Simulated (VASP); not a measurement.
A run of VASP 6.6.1:

File INCAR:

```
PREC = Accurate
ENCUT = 520
EDIFF = 1E-6
ISMEAR = 0
SIGMA = 0.1
LREAL = False
LASPH = True
NELM = 80
ALGO = Normal
ISIF = 2
LWAVE = False
LCHARG = True
GGA = PE
LELF = True
LVHAR = True
NBANDS = 24
```

The input KPOINTS:

```
Automatic mesh
0
Gamma
  14 14 4
```

The input POSCAR:

```
CoH4
1.0
    2.5511680249     -0.0012451617     -0.0070717840
    0.0012147954      2.5511699573     -0.0064649151
    0.3649457717      0.3492152195     10.7185110555
Co H
2 8
Direct
    0.7498368433      0.7618402973      0.7501706613
    0.2501631567      0.2381597027      0.2498293387
    0.7374676980      0.2499754151      0.8441515460
    0.7378235996      0.2262578727      0.3438091923
    0.7625032884      0.2500482297      0.1558488538
    0.7622060228      0.2737101862      0.6561912174
    0.2625323020      0.7500245849      0.1558484540
    0.2621764004      0.7737421273      0.6561908077
    0.2374967116      0.7499517703      0.8441511462
    0.2377939772      0.7262898138      0.3438087826
```

Potentials or basis: VASP PAW PBE potentials, release 64 (Co, H).

The run is started by

```bash
$ cat potpaw_PBE.64/Co/POTCAR potpaw_PBE.64/H/POTCAR > POTCAR
$ mpirun -np 1 vasp_std > vasp.out
```

Hardware: 1 thread of Intel(R) Xeon(R) Platinum 8259CL CPU @ 2.50GHz (Skylake/Cascade Lake) (shared host).

Q: Estimate the wall time of this run.

A: Wall time 8.8 min on 1 thread of Intel(R) Xeon(R) Platinum 8259CL CPU @ 2.50GHz (Skylake/Cascade Lake) (shared host), peak memory 0.6 GiB. Counts: scf iterations 15, k points 396.
